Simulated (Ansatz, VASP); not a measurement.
# Al5As in VASP and in Ansatz

```
CELL_PARAMETERS angstrom
2.47962 -4.08209 0.00000
2.47962 4.08209 0.00000
0.00000 0.00000 5.37568
ATOMIC_POSITIONS crystal
Al 0.00000 0.00000 0.00000
Al 0.33134 0.66866 0.25099
Al 0.66866 0.33134 0.25099
Al 0.33134 0.66866 0.74901
Al 0.66866 0.33134 0.74901
As 0.00000 0.00000 0.50000
```

Alike in both runs: functional PBE; k mesh 4 × 4 × 4; occupations gaussian, width 0.1 eV; no spin polarisation.

Ansatz relaxed the structure, and its values are those at the end. VASP's run is a single point on that final structure, the one shown.

|  | VASP | Ansatz |
| --- | --- | --- |
| version | VASP 6.6.1 | Ansatz 0.2.0 |
| potentials or method | VASP PAW PBE potentials, release 64 (Al, As), cutoff 520 eV | scalar-relativistic, plane waves, PAW |
| valence electrons in the cell | 20 | 30 |

```tsv
	VASP	Ansatz	Ansatz less VASP
gap on the k mesh at the Fermi level (eV)	none	none	-
pressure (GPa)	0.0	0.0	-0.02
rms of the force components (eV/Å)	0.003	0.003	0.0000
```

A gap of «none» marks a metal or a gap that the smearing closes. VASP's potentials hold 20 valence electrons a cell and Ansatz's 30, so a difference there can come from the potentials and not from the codes.

The k mesh is coarse, so the values compare programs but aren't converged.
